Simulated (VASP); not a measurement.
Set up this calculation in VASP 6.6.1, as the native input.

| Item | Value |
| --- | --- |
| Task | single point |
| Functional | PBE |
| Potentials or basis | VASP PAW PBE potentials, release 64 (Co) |
| Cutoff | 520 eV |
| k mesh | 24 × 24 × 8 |
| Occupations | gaussian, width 0.1 eV |
| Spin | collinear spin, ferromagnetic start |
| Starting moments | [1.88, 1.88, 1.88, 1.88] μB |
| Dipole correction | no |
| Further INCAR settings | ALGO = Normal; EDIFF = 1e-06; NBANDS = 30 |

The structure of Co lies in POSCAR:

```
Co
1.0
    2.5912588163      0.0000000000      0.0000000000
   -1.2956294082      2.2440959627      0.0000000000
    0.0000000000      0.0000000000      8.4170501572
Co
4
Direct
    0.0000000000      0.0000000000      0.0000000000
    0.3333333333      0.6666666667      0.2500000000
    0.0000000000      0.0000000000      0.5000000000
    0.6666666667      0.3333333333      0.7500000000
```

This cell differs from its parent crystal: equal strain along all axes, cell held: +4.0 %.

These files were run (other wordings do the same):

INCAR

```
PREC = Accurate ; ENCUT = 520
EDIFF = 1E-6 ; ISMEAR = 0
SIGMA = 0.1 ; LREAL = False
LASPH = True ; NELM = 150
ALGO = Normal ; ISIF = 2
LWAVE = False ; LCHARG = False
ISPIN = 2 ; MAGMOM = 1.88 1.88 1.88 1.88
LORBIT = 11 ; LMAXMIX = 4
GGA = PE ; NBANDS = 30
KPAR = 4
```

KPOINTS

```
Automatic mesh
0
Gamma
  24 24 8
```

Potentials or basis: VASP PAW PBE potentials, release 64 (Co).

Launch:

```bash
$ cat potpaw_PBE.64/Co/POTCAR > POTCAR
$ mpirun -np 4 vasp_std > vasp.out
```

It gave:

The pressure is -19.0 GPa. The net moment is 6.81 μB per cell and the site moments are Co +1.74, +1.75 (each value once) μB. The valence electrons inside the program's atomic spheres are Co 8.06.

Caveat: the cell differs from its parent crystal (equal strain along all axes, cell held: +4.0 %); the cell stands under tension.

Wall time 3.1 min on 4 MPI ranks on AMD EPYC 7R13 Processor (Zen 3), on a shared host, peak memory 0.62 GiB a rank.
